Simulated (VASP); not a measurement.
Input of a VASP 6.6.1 run:

Contents of POSCAR:

```
GaN
1.0
    0.0000000000      2.1085153661      2.1085153661
    2.1085153661      0.0000000000      2.1085153661
    2.1085153661      2.1085153661      0.0000000000
Ga N
1 1
Direct
    0.5000000000      0.5000000000      0.5000000000
    0.0000000000      0.0000000000      0.0000000000
```

INCAR.step1

```
SYSTEM = GaN
ALGO = Normal
EDIFF = 1E-8
ENCUT = 500
GGA = PE
ISMEAR = 0
LASPH = .TRUE.
LCHARG = .FALSE.
LREAL = .FALSE.
LWAVE = .TRUE.
NELM = 80
PREC = Accurate
SIGMA = 0.01
```

File INCAR.step2:

```
SYSTEM = GaN
ALGO = Exact
EDIFF = 1E-8
ENCUT = 500
GGA = PE
ISMEAR = 0
ISTART = 1
LASPH = .TRUE.
LCHARG = .FALSE.
LOPTICS = .TRUE.
LREAL = .FALSE.
LWAVE = .TRUE.
NBANDS = 39
NELM = 1
PREC = Accurate
SIGMA = 0.01
```

INCAR.step3

```
SYSTEM = GaN
ALGO = EVGW0
EDIFF = 1E-8
ENCUT = 500
ENCUTGW = 80.0
GGA = PE
ISMEAR = 0
ISTART = 1
LASPH = .TRUE.
LCHARG = .FALSE.
LREAL = .FALSE.
LWAVE = .FALSE.
NBANDS = 39
NBANDSGW = 17
NELMGW = 1
NOMEGA = 96
OMEGAMAX = 20
PREC = Accurate
PRECFOCK = Fast
SIGMA = 0.01
```

The input KPOINTS:

```
k-points
0
G
  8 8 8
  0 0 0
```

Potentials or basis: VASP PAW PBE potentials, release 64 (Ga_d_GW, N_GW).

Command:

```console
$ cat potpaw_PBE.64/Ga_d_GW/POTCAR potpaw_PBE.64/N_GW/POTCAR > POTCAR
$ cp INCAR.step1 INCAR
$ mpirun -np 1 vasp_std > vasp.out
$ cp INCAR.step2 INCAR
$ mpirun -np 1 vasp_std > vasp.out
$ cp INCAR.step3 INCAR
$ mpirun -np 1 vasp_std > vasp.out
```

(1) Estimate the quasiparticle gap.

(2) What does it give for the least direct quasiparticle gap?

(3) Predict the least direct gap of the starting levels on the mesh.

## Answers

(1) 1.54 eV.

(2) 3.74 eV.

(3) 2.84 eV.

Caveat: bands, screening cutoff and mesh are small and nothing is extrapolated, so the quasiparticle values aren't converged.
